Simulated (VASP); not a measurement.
Input of a VASP 6.6.1 run:

INCAR

```
SYSTEM = ReSe3
ALGO = Normal
EDIFF = 1E-6
EDIFFG = -0.04
ENCUT = 600
GGA = PE
IBRION = 2
ISIF = 3
ISMEAR = 0
ISPIN = 2
LASPH = .True.
LCHARG = .False.
LMAXMIX = 4
LORBIT = 11
LREAL = .False.
LWAVE = .False.
MAGMOM = 1 0 0 0
NELM = 150
NSW = 90
PREC = Accurate
SIGMA = 0.1
```

File KPOINTS:

```
k-points
0
Gamma
  4 4 4
  0 0 0
```

The input POSCAR:

```
ReSe3
1.0
   -3.0616979700      3.0616979700      3.0616979700
    3.0616979700     -3.0616979700      3.0616979700
    3.0616979700      3.0616979700     -3.0616979700
Re Se
1 3
Direct
    0.0000000000      0.0000000000      0.0000000000
    0.0000000000      0.5000000000      0.5000000000
    0.5000000000      0.0000000000      0.5000000000
    0.5000000000      0.5000000000      0.0000000000
```

Potentials or basis: VASP PAW PBE potentials, release 64 (Re, Se).

The run is started by

```bash
$ cat potpaw_PBE.64/Re/POTCAR potpaw_PBE.64/Se/POTCAR > POTCAR
$ mpirun -np 1 vasp_std > vasp.out
```

(1) Estimate the net moment.

(2) What does it give for the relaxed volume?

(3) Estimate the relaxed cell.

(4) What does it give for the site moments?

Results:

(1) 1.26 μB per cell.

(2) 18.82 Å³/atom.

(3) a = 4.607 Å, b = 4.607 Å, c = 4.607 Å, α = 109.47°, β = 109.47°, γ = 109.47°.

(4) Re +1.08; Se +0.02 μB.

Caveat: the k points lie up to 0.42 Å⁻¹ apart in the final cell; the volume moved by over 15 % at a fixed basis, so the end points are rough.
